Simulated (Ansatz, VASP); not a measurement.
## BN in VASP and in Ansatz

POSCAR

```
BN
1.0
    0.0000000000      1.8227362959      1.8227362959
    1.8227362959      0.0000000000      1.8227362959
    1.8227362959      1.8227362959      0.0000000000
B N
1 1
Direct
    0.0000000000      0.0000000000      0.0000000000
    0.2500000000      0.2500000000      0.2500000000
```

INCAR.step1

```
ALGO = Normal
EDIFF = 1E-5
ENCUT = 1460
GGA = PE
GGA_COMPAT = F
ISMEAR = 0
LASPH = T
LCHARG = F
LREAL = F
LWAVE = T
NBANDS = 11
NELM = 120
PREC = Accurate
SIGMA = 0.02
```

The input INCAR.step2:

```
ALGO = Normal
EDIFF = 1E-6
ENCUT = 1460
GGA_COMPAT = F
ISIF = 2
ISMEAR = 0
ISTART = 1
LASPH = T
LCHARG = F
LMIXTAU = T
LREAL = F
LWAVE = F
METAGGA = R2SCAN
NBANDS = 11
NELM = 120
PREC = Accurate
SIGMA = 0.02
```

The input KPOINTS:

```
k-points
0
Gamma
  12 12 12
```

Input for Ansatz:

```yaml
crystal:
  lattice:
    - [0.0, 1.8227362959, 1.8227362959]
    - [1.8227362959, 0.0, 1.8227362959]
    - [1.8227362959, 1.8227362959, 0.0]
  atoms:
    - { symbol: B, position: [0.0, 0.0, 0.0] }
    - { symbol: "N", position: [0.25, 0.25, 0.25] }
basis:
  ecutwfc: 500
kpoints:
  mp_grid: { grid: [12, 12, 12] }
hamiltonian:
  xc: r2scan
scf:
  occupations: { method: gaussian, width: 0.02 }
output:
  forces: true
  stress: true
  eigenvalues: true
```

Alike in both runs: task single point; functional r2SCAN; k mesh 12 × 12 × 12; occupations gaussian, width 0.02 eV; no spin polarisation.

|  | VASP | Ansatz |
| --- | --- | --- |
| version | VASP 6.6.1 | Ansatz 0.2.0 |
| potentials or method | VASP PAW PBE potentials, release 64 (B_h, N_h), cutoff 1460 eV | scalar-relativistic, plane waves, PAW |
| valence electrons in the cell | 8 | 8 |

|  | VASP | Ansatz | Ansatz less VASP |
| --- | --- | --- | --- |
| gap on the k mesh at the Fermi level (eV) | 4.96 | 4.96 | +0.005 |
| least direct gap on the mesh (eV) | 9.42 | 9.44 | +0.015 |
| pressure (GPa) | -11.4 | -11.0 | +0.42 |

VASP's potentials were made for PBE, not for r2SCAN.
